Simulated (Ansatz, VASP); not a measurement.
# BN in VASP and in Ansatz

```
B N
1.0
     0.00000    1.77845    1.77845
     1.77845    0.00000    1.77845
     1.77845    1.77845    0.00000
B N
1 1
Cartesian
  0.0000 0.0000 0.0000
  2.6677 2.6677 2.6677
```

Alike in both runs: task single point; functional PBEsol; k mesh 12 × 12 × 12; occupations gaussian, width 0.05 eV; no spin polarisation.

```csv
,VASP,Ansatz
version,VASP 6.6.1,Ansatz 0.2.0
potentials or method,"VASP PAW PBE potentials, release 64 (B, N), cutoff 600 eV","scalar-relativistic, plane waves, PAW"
valence electrons in the cell,8,8
```

|  | VASP | Ansatz | Ansatz less VASP |
| --- | --- | --- | --- |
| gap on the k mesh at the Fermi level (eV) | 4.33 | 4.34 | +0.013 |
| least direct gap on the mesh (eV) | 8.99 | 9.00 | +0.008 |
| pressure (GPa) | 17.5 | 17.0 | -0.49 |

VASP's potentials were made for PBE, not for PBEsol. With one functional, cell and mesh, what is left measures potentials, basis and numerics.
